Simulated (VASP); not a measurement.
# HgTe (F-43m) in VASP: notebook

HgTe is run at these levels: PBE; tasks: single point, relaxation of cell and atoms.

Program: VASP 6.6.1. These are calculated values, not measurements. Logs are shortened: lines on timing, memory, paths and dates and some standing lists are left out, and cuts for length are marked.

**1. The cell of the first run**

Symmetry: F-43m, No. 216, cubic system. Conventional cell: a = 6.653 Å, b = 6.653 Å, c = 6.653 Å, α = 90.00°, β = 90.00°, γ = 90.00°. Hg (site symmetry -43m) has 4 Te at 2.88 Å within 3.8 Å. Within 3.8 Å of Te (site symmetry -43m) lie 4 Hg at 2.88 Å.

**2. Single point, PBE**

INCAR

```
  ALGO = Normal
  EDIFF = 1E-6
  ENCUT = 520
  GGA = PE
  ISIF = 2
  ISMEAR = -1
  LASPH = True
  LCHARG = False
  LREAL = False
  LWAVE = False
  NBANDS = 16
  NELM = 60
  PREC = Accurate
  SIGMA = 0.15
```

KPOINTS

```
k-points
0
Gamma
  12 12 12
```

POSCAR

```
HgTe
1.0
    0.0000000000      3.3264647580      3.3264647580
    3.3264647580      0.0000000000      3.3264647580
    3.3264647580      3.3264647580      0.0000000000
Hg Te
1 1
Direct
    0.0000000000      0.0000000000      0.0000000000
    0.7500000000      0.7500000000      0.7500000000
```

Potentials or basis: VASP PAW PBE potentials, release 64 (Hg, Te).

Run with:

```sh
> cat potpaw_PBE.64/Hg/POTCAR potpaw_PBE.64/Te/POTCAR > POTCAR
> mpirun -np 1 vasp_std > vasp.out
```

OUTCAR:

```text
EDIFF = 1E-6
   ENCUT = 520
   GGA = PE
   ISIF = 2
   ISMEAR = -1
   LASPH = True
   LREAL = False
   NELM = 60
   PREC = Accurate

 ion  position               nearest neighbor table
   1  0.000  0.000  0.000-   2 2.88   2 2.88   2 2.88   2 2.88
   2  0.750  0.750  0.750-   1 2.88   1 2.88   1 2.88   1 2.88

  LATTYP: Found a face centered cubic cell.
 ALAT       =     6.6529295160

  Lattice vectors:

 A1 = (   0.0000000000,   3.3264647580,   3.3264647580)
 A2 = (   3.3264647580,   0.0000000000,   3.3264647580)
 A3 = (   3.3264647580,   3.3264647580,   0.0000000000)

Analysis of symmetry for initial positions (statically):
=====================================================================
 Subroutine PRICEL returns:
 Original cell was already a primitive cell.

 Routine SETGRP: Setting up the symmetry group for a
 face centered cubic supercell.

 Subroutine GETGRP returns: Found 24 space group operations
 (whereof 24 operations were pure point group operations)
 out of a pool of 48 trial point group operations.

The static configuration has the point symmetry T_d .

Analysis of symmetry for dynamics (positions and initial velocities):
=====================================================================
 Subroutine PRICEL returns:
 Original cell was already a primitive cell.

 Routine SETGRP: Setting up the symmetry group for a
 face centered cubic supercell.

 Subroutine GETGRP returns: Found 24 space group operations
 (whereof 24 operations were pure point group operations)
 out of a pool of 48 trial point group operations.

The dynamic configuration has the point symmetry T_d .

 Subroutine INISYM returns: Found 24 space group operations
 (whereof 24 operations are pure point group operations),
 and found     1 'primitive' translations

----------------------------------------------------------------------------------------

                                     Primitive cell

  volume of cell :      73.6171

  direct lattice vectors                    reciprocal lattice vectors
     0.000000000  3.326464758  3.326464758    -0.150309724  0.150309724  0.150309724
     3.326464758  0.000000000  3.326464758     0.150309724 -0.150309724  0.150309724
     3.326464758  3.326464758  0.000000000     0.150309724  0.150309724 -0.150309724

  length of vectors
     4.704331576  4.704331576  4.704331576     0.260344079  0.260344079  0.260344079

  position of ions in fractional coordinates (direct lattice)
[... 77 lines left out ...]
   ENCUT  =  520.0 eV  38.22 Ry    6.18 a.u.   8.75  8.75  8.75*2*pi/ulx,y,z
   NELM   =     60;   NELMIN=  2; NELMDL= -5     # of ELM steps
   EDIFF  = 0.1E-05   stopping-criterion for ELM
   LREAL  =      F    real-space projection
   EDIFFG = 0.1E-04   stopping-criterion for IOM
   NSW    =      0    number of steps for IOM
   IBRION =     -1    ionic relax: 0-MD 1-quasi-New 2-CG
   NFREE  =      0    steps in history (QN), initial steepest desc. (CG)
   ISIF   =      2    stress and relaxation
   ISYM   =      2    0-nonsym 1-usesym 2-fastsym
   POTIM  = 0.5000    time-step for ionic-motion
   TEBEG  =    0.0;   TEEND  =   0.0 temperature during run
   PSTRESS=    0.0 pullay stress
   NELECT =      18.0000    total number of electrons
   NUPDOWN=      -1.0000    fix difference up-down
   EMIN   =  10.00;   EMAX   =-10.00  energy-range for DOS
   EFERMI =   0.00;   METHOD = LEGACY
   ISMEAR =    -1;   SIGMA  =   0.15  broadening in eV -4-tet -1-fermi 0-gaus
   EFERMI_NEDOS =   21; number of points for ismear=-14 and -15
   IALGO  =     38    algorithm
   IMIX   =      4    mixing-type and parameters
     AMIX     =   0.40;   BMIX     =  1.00
     AMIX_MAG =   1.60;   BMIX_MAG =  1.00
  volume/ion in A,a.u.               =      36.81       248.40
  Fermi-wavevector in a.u.,A,eV,Ry     =   1.023700  1.934513 14.258387  1.047962
  Thomas-Fermi vector in A             =   2.157448
   LORBIT       =      0    0 simple, 1 ext, 2 COOP (PROOUT), +10 PAW based schemes
   GGA     = PE    functional components
   LHFCALC =     F    Hartree Fock is set to
   AEXX    =    0.0000 exact exchange contribution
   IVDW    =     0    specifies the selected vdW correction
   LEPSILON=     F    determine dielectric tensor
   LRPA    =     F    only Hartree local field effects (RPA)
 non-spin polarized calculation
  energy-cutoff  :      520.00
  volume of cell :       73.62
 maximum number of plane-waves:      2012
   NGX = 17   NGY = 17   NGZ = 17

 number of electron      17.9999998 magnetization

 Free energy of the ion-electron system (eV)
  ---------------------------------------------------
  ext. energy  EPLUGINS =         0.00000000
  ---------------------------------------------------
  free energy    TOTEN  =        -3.65466284 eV

  energy without entropy =       -3.64516712  energy(sigma->0) =       -3.64991498

 E-fermi :   2.4896     XC(G=0):  -8.3543

 val. band max:        2.2236930028   @ k =   0.0000   0.0000   0.0000
 cond. band min:       2.5760396737   @ k =   0.0833   0.0000   0.0000
 fundamental gap:      0.3523466709
 Fermi energy:         2.4896345480

 k-point     1 :       0.0000    0.0000    0.0000
  band No.  band energies     occupation
      1      -9.1844      2.00000
      2      -4.6612      2.00000
      3      -4.6612      2.00000
      4      -4.6612      2.00000
      5      -4.2298      2.00000
      6      -4.2298      2.00000
[... 433 lines left out ...]
      3      -4.5224      2.00000
      4      -4.2403      2.00000
      5      -4.2203      2.00000
      6      -3.9539      2.00000
[... 8 lines left out ...]
     15      11.4845      0.00000
     16      11.7361      0.00000

 [... further k-points ...]

------------------------ aborting loop because EDIFF is reached ----------------------------------------

  FORCE on cell =-STRESS in cart. coord.  units (eV):
  Direction    XX          YY          ZZ          XY          YZ          ZX
  --------------------------------------------------------------------------------------
  -------------------------------------------------------------------------------------
  Total        0.0163215      0.0163215      0.0163215      0.0000000      0.0000000      0.0000000
  in kB        0.3552151      0.3552151      0.3552151      0.0000000      0.0000000      0.0000000
  external PRESSURE =       0.3552151 kB  Pullay stress =       0.0000000 kB

 VOLUME and BASIS-vectors are now :
 -----------------------------------------------------------------------------
  energy-cutoff  :      520.00
  volume of cell :       73.62
      direct lattice vectors                 reciprocal lattice vectors
     0.000000000  3.326464758  3.326464758    -0.150309724  0.150309724  0.150309724
     3.326464758  0.000000000  3.326464758     0.150309724 -0.150309724  0.150309724
     3.326464758  3.326464758  0.000000000     0.150309724  0.150309724 -0.150309724

 POSITION                                       TOTAL-FORCE (eV/Angst)
 -----------------------------------------------------------------------------------
      0.00000      0.00000      0.00000        -0.000000     -0.000000     -0.000000
      4.98970      4.98970      4.98970         0.000000      0.000000      0.000000
 -----------------------------------------------------------------------------------
    total drift:                                0.000000      0.000000      0.000000

  FREE ENERGIE OF THE ION-ELECTRON SYSTEM (eV)
  ---------------------------------------------------
  free  energy   TOTEN  =        -3.6546628437 eV

  energy  without entropy=       -3.6451671212  energy(sigma->0) =       -3.64991498
```

OSZICAR:

```text
N       E                     dE             d eps       ncg     rms          rms(c)
DAV:   1     0.102941219636E+03    0.10294E+03   -0.79261E+03  2320   0.962E+02
DAV:   2    -0.912226842440E-01   -0.10303E+03   -0.96332E+02  2656   0.223E+02
DAV:   3    -0.381755233873E+01   -0.37263E+01   -0.37159E+01  2840   0.438E+01
DAV:   4    -0.385469922898E+01   -0.37147E-01   -0.37145E-01  3392   0.389E+00
DAV:   5    -0.385480474429E+01   -0.10552E-03   -0.10551E-03  3032   0.197E-01    0.635E+00
DAV:   6    -0.366071406716E+01    0.19409E+00   -0.38458E-01  2680   0.789E+00    0.517E+00
DAV:   7    -0.365503353047E+01    0.56805E-02   -0.84698E-02  2680   0.192E+00    0.204E+00
DAV:   8    -0.365459297157E+01    0.44056E-03   -0.81912E-03  2608   0.101E+00    0.459E-01
DAV:   9    -0.365462041445E+01   -0.27443E-04   -0.69500E-04  2920   0.287E-01    0.898E-02
DAV:  10    -0.365464983435E+01   -0.29420E-04   -0.84571E-05  2896   0.794E-02    0.451E-02
DAV:  11    -0.365466345213E+01   -0.13618E-04   -0.23841E-05  2744   0.324E-02    0.196E-02
DAV:  12    -0.365466284374E+01    0.60839E-06   -0.28177E-06  2728   0.104E-02
   1 F= -.36546628E+01 E0= -.36499150E+01  d E =-.949572E-02
```

stdout:

```text
POSCAR found type information on POSCAR HgTe
 POSCAR found :  2 types and       2 ions
 scaLAPACK will be used
 LDA part: xc-table for (Slater+PW92), standard interpolation
 POSCAR, INCAR and KPOINTS ok, starting setup
 FFT: planning ... GRIDC
 FFT: planning ... GRID_SOFT
 FFT: planning ... GRID
 WAVECAR not read
 entering main loop
```

It took 1.7 min on 1 thread of Intel Xeon 8259CL, shared host; peak memory 0.26 GiB.

Results:

| Quantity | Value |
| --- | --- |
| Free energy | -3.6547 eV |
| Pressure | 0.0 GPa |
| Band gap on the k mesh | zero (filled and empty bands touch) |

Caveat: semilocal functionals underestimate gaps, so a narrow gap can read as zero; spin-orbit coupling is left out, which moves the levels of the heavy elements.

**3. Relaxation of cell and atoms, PBE**

This run uses another cell than the first one, of 33.50 Å³/atom.

INCAR

```
SYSTEM = HgTe
ALGO     = Normal         ! electronic algorithm
EDIFF    = 1E-6           ! SCF threshold, eV
EDIFFG   = -0.005         ! ionic threshold
ENCUT    = 600            ! plane-wave cutoff, eV
GGA      = PE             ! functional
IBRION   = 2              ! ionic algorithm
ISIF     = 3              ! what is computed and relaxed
ISMEAR   = 0              ! smearing method
LASPH    = .True.         ! aspherical terms in the spheres
LCHARG   = .False.        ! write CHGCAR
LREAL    = .False.        ! projectors in reciprocal space
LWAVE    = .False.        ! write WAVECAR
NELM     = 60             ! most SCF steps
NSW      = 100            ! ionic steps
PREC     = Accurate       ! precision mode
SIGMA    = 0.1            ! smearing width, eV
```

KPOINTS

```
k-points
0
Gamma
  12 12 12
  0 0 0
```

POSCAR

```
HgTe
1.0
    0.0000000000      3.2235000000      3.2235000000
    3.2235000000      0.0000000000      3.2235000000
    3.2235000000      3.2235000000      0.0000000000
Hg Te
1 1
Direct
    0.0000000000      0.0000000000      0.0000000000
    0.7500000000      0.7500000000      0.7500000000
```

Potentials or basis: VASP PAW PBE potentials, release 64 (Hg, Te).

Run with:

```sh
> cat potpaw_PBE.64/Hg/POTCAR potpaw_PBE.64/Te/POTCAR > POTCAR
> mpirun -np 1 vasp_std > vasp.out
```

Run time: 4.5 min. Hardware: 1 thread of Intel Xeon 8259CL, shared host; peak memory 0.28 GiB.

The run converged. Its results:

| Item | Value |
| --- | --- |
| Free energy | -3.6511 eV |
| Relaxed volume | 36.81 Å³/atom |
| Relaxed cell | a = 4.704 Å, b = 4.704 Å, c = 4.704 Å, α = 60.00°, β = 60.00°, γ = 60.00° |
| Space group after relaxing (to 0.1 Å) | F-43m (No. 216) |
| Energy gained by relaxing | 39.3 meV/atom |
| Ionic steps | 3 |
| Pressure after relaxing | 0.0 GPa |
| Band gap on the k mesh | zero (filled and empty bands touch) |

Step by step:
```tsv
step	energy change (eV)	largest force (eV/Å)	pressure (GPa)	volume (Å³)
1	0.0000	0.0000	4.16	66.99
2	-0.0723	0.0000	-0.91	75.78
3	-0.0785	0.0000	0.02	73.62
```

Final structure:
```xyz
2
Lattice="0.0000 3.3265 3.3265 3.3265 0.0000 3.3265 3.3265 3.3265 0.0000" Properties=species:S:1:pos:R:3 pbc="T T T"
Hg    0.0000    0.0000    0.0000
Te    4.9897    4.9897    4.9897
```

Levels at points of the mesh, in eV from the Fermi level:
```csv
k point,band 7,band 8,band 9,band 10,band 11,band 12
"(0.00, 0.00, 0.00)",-1.00,-0.07,-0.07,-0.07,4.30,4.30
"(0.50, 0.00, 0.00)",-5.02,-0.90,-0.90,0.63,5.04,5.04
"(0.50, 0.50, 0.00)",-5.05,-2.00,-2.00,1.84,2.64,7.85
```

Caveat: semilocal functionals underestimate gaps, so a narrow gap can read as zero; spin-orbit coupling is left out, which moves the levels of the heavy elements.

**4. Single point, PBE**

This run uses another cell than the first one, of the same volume but with other edges.

INCAR

```
  ALGO = Normal
  EDIFF = 1E-7
  ENCUT = 520
  GGA = PE
  ISIF = 2
  ISMEAR = 0
  ISYM = 0
  LASPH = True
  LCHARG = False
  LREAL = False
  LWAVE = False
  NBANDS = 16
  NELM = 60
  PREC = Accurate
  SIGMA = 0.1
```

KPOINTS

```
k-points
0
Gamma
  8 5 15
```

POSCAR

```
HgTe
1.0
    4.7019745464      0.0000000000      0.0000000000
    0.0000000000      6.6495961734      0.0000000000
    2.3509872732     -3.3247980867      2.3509872732
Hg Te
1 1
Direct
    0.0000000000      0.0000000000      0.0000000000
    0.5000000000      0.7500000000      0.0000000000
```

Run with:

```sh
> cat potpaw_PBE.64/Hg/POTCAR potpaw_PBE.64/Te/POTCAR > POTCAR
> mpirun -np 1 vasp_std > vasp.out
```

Run time: 8.2 min. Hardware: 1 thread of Intel Xeon 8259CL, shared host; peak memory 0.53 GiB.

Results (log left out):

* Free energy: -3.6518 eV
* Pressure: 0.1 GPa
* Band gap on the k mesh: zero (filled and empty bands touch)

Levels at points of the mesh, in eV from the Fermi level:
```csv
k point,band 7,band 8,band 9,band 10,band 11,band 12
"(0.00, 0.00, 0.00)",-0.97,-0.05,-0.05,-0.05,4.32,4.32
"(0.50, 0.00, 0.00)",-5.04,-1.98,-1.98,1.86,2.66,7.87
```

Caveat: semilocal functionals underestimate gaps, so a narrow gap can read as zero; spin-orbit coupling is left out, which moves the levels of the heavy elements.

**5. Relaxation of cell and atoms, PBE**

INCAR

```
SYSTEM = HgTe
ALGO = Normal
EDIFF = 1E-6
EDIFFG = -0.005
ENCUT = 600
GGA = PE
IBRION = 2
ISIF = 3
ISMEAR = 0
LASPH = .TRUE.
LCHARG = .FALSE.
LREAL = .FALSE.
LWAVE = .FALSE.
NELM = 60
NSW = 100
PREC = Accurate
SIGMA = 0.1
```

KPOINTS

```
k-points
0
G
  12 12 12
  0 0 0
```

POSCAR

```
HgTe
1.0
    0.0000000000      3.3247980867      3.3247980867
    3.3247980867      0.0000000000      3.3247980867
    3.3247980867      3.3247980867      0.0000000000
Hg Te
1 1
Direct
    0.0000000000      0.0000000000      0.0000000000
    0.7500000000      0.7500000000      0.7500000000
```

Run with:

```sh
> cat potpaw_PBE.64/Hg/POTCAR potpaw_PBE.64/Te/POTCAR > POTCAR
> mpirun -np 1 vasp_std > vasp.out
```

It took 2.6 min on 1 thread of Intel Xeon 8259CL, shared host; peak memory 0.31 GiB.

It converged, with:

| Item | Value |
| --- | --- |
| Free energy | -3.6520 eV |
| Relaxed volume | 36.86 Å³/atom |
| Relaxed cell | a = 4.706 Å, b = 4.706 Å, c = 4.706 Å, α = 60.00°, β = 60.00°, γ = 60.00° |
| Space group after relaxing (to 0.1 Å) | F-43m (No. 216) |
| Energy gained by relaxing | 0.0 meV/atom |
| Ionic steps | 2 |
| Pressure after relaxing | 0.0 GPa |
| Band gap on the k mesh | zero (filled and empty bands touch) |

Final structure:
```yaml
crystal:
  lattice:
    - [0.00000, 3.32797, 3.32797]
    - [3.32797, 0.00000, 3.32797]
    - [3.32797, 3.32797, 0.00000]
  atoms:
    - { symbol: Hg, position: [0.00000, 0.00000, 0.00000] }
    - { symbol: Te, position: [0.75000, 0.75000, 0.75000] }
```

Levels at points of the mesh, in eV from the Fermi level:
```csv
k point,band 7,band 8,band 9,band 10,band 11,band 12
"(0.00, 0.00, 0.00)",-1.00,-0.07,-0.07,-0.07,4.31,4.31
"(0.50, 0.00, 0.00)",-5.01,-0.90,-0.90,0.63,5.04,5.04
"(0.50, 0.50, 0.00)",-5.04,-1.99,-1.99,1.84,2.64,7.84
```

Caveat: semilocal functionals underestimate gaps, so a narrow gap can read as zero; spin-orbit coupling is left out, which moves the levels of the heavy elements.

[end of part 1 of 2]
